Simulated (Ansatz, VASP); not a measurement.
**One calculation of Co, two programs**

```
Co
1.0
     2.48736    0.00000    0.00000
    -1.24368    2.15412    0.00000
     0.00000    0.00000    4.06329
Co
2
Direct
  0.66667 0.33333 0.25986
  0.33333 0.66667 0.74014
```

Alike in both runs: task single point; functional PBEsol; k mesh 14 × 14 × 8; occupations methfessel-paxton of order 1, width 0.2 eV; collinear spin.

```csv
,VASP,Ansatz
version,VASP 6.6.1,Ansatz 0.2.0
potentials or method,"VASP PAW PBE potentials, release 64 (Co), cutoff 520 eV","plane waves, PAW"
valence electrons in the cell,18,34
```

|  | VASP | Ansatz | Ansatz less VASP |
| --- | --- | --- | --- |
| pressure (GPa) | -17.3 | -9.8 | +7.47 |
| traceless stress, the component that is largest in VASP (GPa) | -1.09 | -1.41 | -0.319 |
| rms of the force components (eV/Å) | 0.300 | 0.255 | -0.0445 |
| net moment per atom (μB) | 0.00 | 1.61 | +1.607 |
| size of the moment on the site where the two differ most (μB) | 0.89 | 1.68 | +0.786 |

The net moments are unlike, so the other rows may belong to different states. VASP's potentials were made for PBE, not for PBEsol. Site moments also hang on the region over which each program counts them. Atom by atom the forces differ by 0.045 eV/Å (rms over components). VASP's potentials hold 18 valence electrons a cell and Ansatz's 34, so a difference there can come from the potentials and not from the codes. Ansatz's warnings: seeded moment not kept, stability check not made.
